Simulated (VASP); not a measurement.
A run of VASP 6.6.1 is set up as follows.

File POSCAR:

```
PbI2
1.0
    4.5640817254      0.0000000000      0.0000000000
   -2.2820408627      3.9526107191      0.0000000000
    0.0000000000      0.0000000000      7.0475120745
Pb I
1 2
Direct
    0.0000000000      0.0000000000      0.0000000000
    0.3333333333      0.6666666667      0.2667068028
    0.6666666667      0.3333333333      0.7332931972
```

INCAR.step1

```
PREC     = Accurate       # precision mode
ENCUT    = 550            # plane-wave cutoff, eV
ISMEAR   = 0              # smearing method
SIGMA    = 0.01           # smearing width, eV
LREAL    = False          # projectors in reciprocal space
LASPH    = True           # aspherical terms in the spheres
NELM     = 120            # most SCF steps
NBANDS   = 21             # bands
GGA      = PE             # functional
ALGO     = Normal         # electronic algorithm
EDIFF    = 1E-5           # SCF threshold, eV
LWAVE    = True           # write WAVECAR
LCHARG   = False          # write CHGCAR
GGA_COMPAT= False
```

File INCAR.step2:

```
PREC     = Accurate       # precision mode
ENCUT    = 550            # plane-wave cutoff, eV
EDIFF    = 1E-6           # SCF threshold, eV
ISMEAR   = 0              # smearing method
SIGMA    = 0.01           # smearing width, eV
LREAL    = False          # projectors in reciprocal space
LASPH    = True           # aspherical terms in the spheres
NELM     = 120            # most SCF steps
ALGO     = Normal         # electronic algorithm
ISIF     = 2              # what is computed and relaxed
LWAVE    = False          # write WAVECAR
LCHARG   = False          # write CHGCAR
METAGGA  = R2SCAN         # meta-GGA
LMIXTAU  = True         
NBANDS   = 21             # bands
ISTART   = 1            
GGA_COMPAT= False
```

File KPOINTS:

```
Automatic mesh
0
Gamma
  6 6 2
```

Potentials or basis: VASP PAW PBE potentials, release 64 (Pb_d, I).

Run with:

```sh
$ cat potpaw_PBE.64/Pb_d/POTCAR potpaw_PBE.64/I/POTCAR > POTCAR
$ cp INCAR.step1 INCAR
$ mpirun -np 1 vasp_std > vasp.out
$ cp INCAR.step2 INCAR
$ mpirun -np 1 vasp_std > vasp.out
```

**Question.** Estimate the largest force.

**Answer.** 0.006 eV/Å.

**Question.** Predict the pressure.

**Answer.** 0.7 GPa.

**Question.** Predict the band gap on the k mesh.

**Answer.** 2.62 eV.

Forces on the atoms (eV/Å):
```
Pb   0.000  0.000  0.000
I    0.000  0.000 -0.006
I    0.000  0.000  0.006
```

Caveat: the k points lie up to 0.45 Å⁻¹ apart; the PAW data sets were made with another functional, which shifts forces and pressure a little; spin-orbit coupling is left out, which moves the levels of the heavy elements. A k mesh can miss the band edges.
